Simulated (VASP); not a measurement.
Here is a VASP 6.6.1 calculation.

Contents of INCAR:

```
PREC = Accurate
ENCUT = 520
EDIFF = 1E-6
ISMEAR = -1
SIGMA = 0.05
LREAL = F
LASPH = T
NELM = 100
ALGO = Normal
ISIF = 2
LWAVE = F
LCHARG = F
GGA = PE
ALDAC = 0.0
AGGAC = 0.0
NBANDS = 17
```

KPOINTS

```
Automatic mesh
0
Gamma
  8 8 8
```

The input POSCAR:

```
PbSe
1.0
    0.0000000000      3.0809197960      3.0809197960
    3.0809197960      0.0000000000      3.0809197960
    3.0809197960      3.0809197960      0.0000000000
Pb Se
1 1
Direct
    0.0000000000      0.0000000000      0.0000000000
    0.5000000000      0.5000000000      0.5000000000
```

Potentials or basis: VASP PAW PBE potentials, release 64 (Pb_d, Se).

Run with:

```sh
$ cat potpaw_PBE.64/Pb_d/POTCAR potpaw_PBE.64/Se/POTCAR > POTCAR
$ mpirun -np 1 vasp_std > vasp.out
```

(1) Predict the pressure.

(2) Predict the band gap on the k mesh.

Answers

(1) 10.0 GPa.

(2) 0.48 eV, direct.

Caveat: spin-orbit coupling is left out, which moves the levels of the heavy elements.
